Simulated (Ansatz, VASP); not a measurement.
## Si3F4: VASP beside Ansatz

```
Si F
1.0
     5.34581    0.00000    0.00000
    -2.67290    4.62961    0.00000
     0.00000    0.00000    3.83304
Si F
3 4
Direct
  0.50000 0.00000 0.50000
  0.00000 0.50000 0.50000
  0.50000 0.50000 0.50000
  0.00000 0.00000 0.50000
  0.50000 0.00000 0.00000
  0.00000 0.50000 0.00000
  0.50000 0.50000 0.00000
```

Alike in both runs: functional PBE; k mesh 12 × 12 × 10; occupations gaussian, width 0.1 eV; no spin polarisation.

Ansatz relaxed the structure, and its values are those at the end. VASP's run is a single point on that final structure, the one shown.

```csv
,VASP,Ansatz
version,VASP 6.6.1,Ansatz 0.2.0
potentials or method,"VASP PAW PBE potentials, release 64 (Si, F), cutoff 520 eV","scalar-relativistic, plane waves, PAW"
valence electrons in the cell,40,40
```

```csv
,VASP,Ansatz,Ansatz less VASP
gap on the k mesh at the Fermi level (eV),none,none,-
pressure (GPa),-0.1,0.0,+0.10
```

A gap of «none» marks a metal or a gap that the smearing closes.
